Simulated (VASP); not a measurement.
# TaN (P-6m2) in VASP: settings compared, part 2 of 2

VASP 6.6.1. The steps go on from the part before.

## (4) Relaxation of cell and atoms, BLYP

INCAR

```
SYSTEM = TaN
AGGAC = 1.0
AGGAX = 1.0
ALDAC = 0.0
ALDAX = 1.0
ALGO = Normal
EDIFF = 1E-6
EDIFFG = -0.01
ENCUT = 600
GGA = B5
IBRION = 2
ISIF = 3
ISMEAR = -1
LASPH = .TRUE.
LCHARG = .FALSE.
LREAL = .FALSE.
LWAVE = .FALSE.
NELM = 100
NSW = 60
PREC = Accurate
SIGMA = 0.05
```

KPOINTS

```
k-points
0
G
  10 10 9
  0 0 0
```

POSCAR

```
TaN
1.0
    2.9380011100      0.0000000000      0.0000000000
   -1.4690005500      2.5443836000      0.0000000000
    0.0000000000      0.0000000000      2.8830022100
Ta N
1 1
Direct
    0.3333333333      0.6666666667      0.5000000000
    0.0000000000      0.0000000000      0.0000000000
```

Potentials or basis: VASP PAW PBE potentials, release 64 (Ta_pv, N).

On the command line:

```bash
$ cat potpaw_PBE.64/Ta_pv/POTCAR potpaw_PBE.64/N/POTCAR > POTCAR
$ mpirun -np 1 vasp_std > vasp.out
```

OUTCAR:

```text
SYSTEM = TaN
   EDIFF = 1E-6
   EDIFFG = -0.01
   ENCUT = 600
   GGA = B5
   IBRION = 2
   ISIF = 3
   ISMEAR = -1
   LASPH = .TRUE.
   LREAL = .FALSE.
   NELM = 100
   NSW = 60
   PREC = Accurate

 ion  position               nearest neighbor table
   1  0.333  0.667  0.500-   2 2.23   2 2.23   2 2.23   2 2.23   2 2.23   2 2.23
   2  0.000  0.000  0.000-   1 2.23   1 2.23   1 2.23   1 2.23   1 2.23   1 2.23

  LATTYP: Found a hexagonal cell.
 ALAT       =     2.9380011100
 C/A-ratio  =     0.9812801636

  Lattice vectors:

 A1 = (   2.9380011100,   0.0000000000,   0.0000000000)
 A2 = (  -1.4690005500,   2.5443836000,   0.0000000000)
 A3 = (   0.0000000000,   0.0000000000,   2.8830022100)

Analysis of symmetry for initial positions (statically):
=====================================================================
 Subroutine PRICEL returns:
 Original cell was already a primitive cell.

 Routine SETGRP: Setting up the symmetry group for a
 hexagonal supercell.

 Subroutine GETGRP returns: Found 12 space group operations
 (whereof 12 operations were pure point group operations)
 out of a pool of 24 trial point group operations.

The static configuration has the point symmetry D_3h.

Analysis of symmetry for dynamics (positions and initial velocities):
=====================================================================
 Subroutine PRICEL returns:
 Original cell was already a primitive cell.

 Routine SETGRP: Setting up the symmetry group for a
 hexagonal supercell.

 Subroutine GETGRP returns: Found 12 space group operations
 (whereof 12 operations were pure point group operations)
 out of a pool of 24 trial point group operations.

The dynamic configuration has the point symmetry D_3h.

 Subroutine INISYM returns: Found 12 space group operations
 (whereof 12 operations are pure point group operations),
 and found     1 'primitive' translations

[... 143 lines left out ...]
  energy without entropy =      -20.43296603  energy(sigma->0) =      -20.43312044

------------------------ aborting loop because EDIFF is reached ----------------------------------------

  FORCE on cell =-STRESS in cart. coord.  units (eV):
  Direction    XX          YY          ZZ          XY          YZ          ZX
  --------------------------------------------------------------------------------------
  -------------------------------------------------------------------------------------
  Total        2.3017046      2.3017046      2.5968369      0.0000000     -0.0000000     -0.0000000
  in kB      171.1120704    171.1120708    193.0526379      0.0000003     -0.0000000     -0.0000000
  external PRESSURE =     178.4255930 kB  Pullay stress =       0.0000000 kB
[... 89 lines left out ...]
  FREE ENERGIE OF THE ION-ELECTRON SYSTEM (eV)
  ---------------------------------------------------
  free  energy   TOTEN  =       -20.4933728107 eV

  energy  without entropy=      -20.4930156492  energy(sigma->0) =      -20.49319423

[... ionic steps 4 to 7 ...]

--------------------------------------- Ionic step        8  -------------------------------------------

 number of electron      16.0000000 magnetization

------------------------ aborting loop because EDIFF is reached ----------------------------------------
[... 67 lines left out ...]
--------------------------------------- Ionic step       10  -------------------------------------------

 number of electron      16.0000000 magnetization

 Free energy of the ion-electron system (eV)
  ---------------------------------------------------
  ext. energy  EPLUGINS =         0.00000000
  ---------------------------------------------------
  free energy    TOTEN  =       -20.49359965 eV

  energy without entropy =      -20.49324288  energy(sigma->0) =      -20.49342127

 E-fermi :   8.2506     XC(G=0): -12.3811

 val. band max:        8.1360757499   @ k =   0.0000   0.0000   0.4444
 cond. band min:       8.4162069346   @ k =   0.0000   0.0000   0.3333
 fundamental gap:      0.2801311847
 Fermi energy:         8.2506150109

 k-point     1 :       0.0000    0.0000    0.0000
  band No.  band energies     occupation
      1     -26.6971      2.00000
      2     -26.4562      2.00000
      3     -26.4562      2.00000
      4      -9.0455      2.00000
      5       3.8783      2.00000
      6       3.8783      2.00000
      7       4.2869      2.00000
      8       5.3774      2.00000
      9      10.2583      0.00000
     10      11.5034      0.00000
     11      11.5034      0.00000
     12      11.8557      0.00000
[... 331 lines left out ...]
 k-point    24 :       0.4000    0.1000    0.1111
  band No.  band energies     occupation
      1     -27.2610      2.00000
      2     -26.6922      2.00000
      3     -26.6622      2.00000
      4      -6.9986      2.00000
      5       0.6293      2.00000
      6       3.1058      2.00000
      7       4.2621      2.00000
      8       6.0815      2.00000
      9      10.6109      0.00000
     10      11.5061      0.00000
     11      12.3982      0.00000
     12      13.5859      0.00000

 [... further k-points ...]
[... 5 lines left out ...]
  --------------------------------------------------------------------------------------
  -------------------------------------------------------------------------------------
  Total       -0.0030870     -0.0030870     -0.0026154     -0.0000000      0.0000000      0.0000000
  in kB       -0.2180187     -0.2180187     -0.1847182     -0.0000000      0.0000000      0.0000000
  external PRESSURE =      -0.2069185 kB  Pullay stress =       0.0000000 kB
[... 17 lines left out ...]
  FREE ENERGIE OF THE ION-ELECTRON SYSTEM (eV)
  ---------------------------------------------------
  free  energy   TOTEN  =       -20.4935996540 eV

  energy  without entropy=      -20.4932428834  energy(sigma->0) =      -20.49342127

 reached required accuracy - stopping structural energy minimisation
```

OSZICAR:

```text
N       E                     dE             d eps       ncg     rms          rms(c)
DAV:   1     0.102798204943E+03    0.10280E+03   -0.10125E+04  1680   0.157E+03
DAV:   2    -0.190515591359E+02   -0.12185E+03   -0.11510E+03  1916   0.376E+02
[... 67 lines left out ...]
   9 F= -.20493563E+02 E0= -.20493384E+02  d E =0.215083E-04
       N       E                     dE             d eps       ncg     rms          rms(c)
DAV:   1    -0.204937243392E+02   -0.16132E-03   -0.44654E-03  1712   0.868E-01    0.118E-01
DAV:   2    -0.204936252328E+02    0.99106E-04   -0.13986E-04  1696   0.134E-01    0.471E-02
DAV:   3    -0.204935992369E+02    0.25996E-04   -0.79866E-05  1780   0.102E-01    0.957E-03
DAV:   4    -0.204935996540E+02   -0.41708E-06   -0.85158E-07  1340   0.115E-02
  10 F= -.20493600E+02 E0= -.20493421E+02  d E =-.153122E-04
```

CONTCAR:

```text
TaN
   1.00000000000000
     2.9884625006122993    0.0000000000995083    0.0000000000000000
    -1.4942312451340960    2.5880844462543822    0.0000000000000000
    -0.0000000000000000    0.0000000000000000    2.9330559721090514
  Ta              N
     1     1
Direct
     0.3333333332999970    0.6666666667000030    0.5000000000000000
     0.0000000000000000    0.0000000000000000    0.0000000000000000

  0.00000000E+00  0.00000000E+00  0.00000000E+00
  0.00000000E+00  0.00000000E+00  0.00000000E+00
```

Run time: 53 s. Hardware: 1 thread of Intel Xeon 6975P-C (Granite Rapids), shared host; peak memory 0.16 GiB.

Results:

- Free energy: -20.4936 eV
- Relaxed volume: 11.34 Å³/atom
- Relaxed cell: a = 2.988 Å, b = 2.988 Å, c = 2.933 Å, α = 90.00°, β = 90.00°, γ = 120.00°
- Space group after relaxing (to 0.05 Å): P-6m2 (No. 187)
- Energy gained by relaxing: 30.2 meV/atom
- Ionic steps: 10
- Pressure after relaxing: 0.0 GPa
- Band gap on the k mesh: zero (band 8 reaches 8.42 eV, above the bottom of band 9 at 8.14 eV)

Step by step:
```
step  energy change (eV)  largest force (eV/Å)  pressure (GPa)  volume (Å³)
   1              0.0000                0.0000           17.84        21.55
   2              0.2182                0.0000          -28.11        25.52
   3             -0.0601                0.0000           -0.66        22.73
   4             -0.0602                0.0000           -0.07        22.68
   5             -0.0602                0.0000            0.27        22.66
   6             -0.0603                0.0000            0.24        22.67
   7             -0.0603                0.0000            0.26        22.67
   8             -0.0603                0.0000            0.26        22.67
   9             -0.0603                0.0000           -0.35        22.72
  10             -0.0603                0.0000           -0.02        22.69
```

Final structure:
```
Ta N
1.0
     2.98846    0.00000    0.00000
    -1.49423    2.58808    0.00000
     0.00000    0.00000    2.93306
Ta N
1 1
Direct
  0.33333 0.66667 0.50000
  0.00000 0.00000 0.00000
```

Levels at points of the mesh, in eV from the Fermi level:
```csv
k point,band 6,band 7,band 8,band 9,band 10,band 11
"(0.00, 0.00, 0.00)",-4.37,-3.96,-2.87,2.01,3.25,3.25
"(0.50, 0.00, 0.00)",-4.97,-3.25,-3.09,2.72,3.60,4.79
```

Caveat: the PAW data sets were made with another functional, which shifts forces and pressure a little; spin-orbit coupling is left out, which moves the levels of the heavy elements. Zero-point motion and thermal expansion aren't in these numbers.

## (5) Single point, PBE

INCAR

```
SYSTEM = TaN
ALGO     = Normal         ! electronic algorithm
EDIFF    = 1E-6           ! SCF threshold, eV
ENCUT    = 520            ! plane-wave cutoff, eV
GGA      = PE             ! functional
ISIF     = 2              ! what is computed and relaxed
ISMEAR   = -1             ! smearing method
LASPH    = .True.         ! aspherical terms in the spheres
LCHARG   = .True.         ! write CHGCAR
LELF     = .True.         ! ELF
LREAL    = .False.        ! projectors in reciprocal space
LVHAR    = .True.       
LWAVE    = .False.        ! write WAVECAR
NBANDS   = 15             ! bands
NELM     = 80             ! most SCF steps
PREC     = Accurate       ! precision mode
SIGMA    = 0.03           ! smearing width, eV
```

KPOINTS

```
k-points
0
Gamma
  6 6 5
  0 0 0
```

POSCAR is that of step 4.

On the command line:

```bash
$ cat potpaw_PBE.64/Ta_pv/POTCAR potpaw_PBE.64/N/POTCAR > POTCAR
$ mpirun -np 1 vasp_std > vasp.out
```

It took 22 s on 1 thread of AMD EPYC 7R13, shared host; peak memory 0.11 GiB.

Results (log left out):

```yaml
Free_energy: -22.4454 eV
Pressure: 5.3 GPa
Band_gap_on_the_k_mesh: zero (band 8 reaches 8.38 eV, above the bottom of band 9 at 8.26 eV)
```

Stress tensor (GPa, compression positive):
```
4.75 0.00 0.00
0.00 4.75 0.00
0.00 0.00 6.48
```

Levels at points of the mesh, in eV from the Fermi level:
| k point | band 5 | band 6 | band 7 | band 8 | band 9 | band 10 | band 11 | band 12 |
| --- | --- | --- | --- | --- | --- | --- | --- | --- |
| (0.00, 0.00, 0.00) | -4.64 | -4.64 | -4.28 | -3.00 | 2.13 | 3.51 | 3.51 | 3.93 |
| (0.50, 0.00, 0.00) | -8.36 | -5.27 | -3.55 | -3.26 | 2.94 | 3.94 | 5.15 | 5.23 |

Caveat: the k points lie up to 0.44 Å⁻¹ apart; spin-orbit coupling is left out, which moves the levels of the heavy elements.

## (6) The runs side by side

```csv
task,level,cell,k mesh,cutoff (eV),smearing,gap on the mesh (eV),pressure (GPa),relaxed volume (Å³/atom)
relaxation of cell and atoms,RPBE,relaxed,10 × 10 × 9,600,fermi-dirac 0.05 eV,none,0.0,11.09
relaxation of cell and atoms,revPBE,relaxed,10 × 10 × 9,600,fermi-dirac 0.05 eV,none,-0.1,11.05
relaxation of cell and atoms,BLYP,relaxed,10 × 10 × 9,600,fermi-dirac 0.05 eV,none,0.0,11.34
single point,PBE,as given,6 × 6 × 5,520,fermi-dirac 0.03 eV,none,5.3,-
```

Alike in all rows: potentials or basis VASP PAW PBE potentials, release 64 (Ta_pv, N); no spin polarisation.

Caveats: some runs use coarse meshes; spin-orbit coupling is left out, which moves the levels of the heavy elements; the PAW data sets were made with another functional, which shifts forces and pressure a little (some runs).

Total energies depend on the potentials used, so only differences within one code and one set of settings carry meaning.
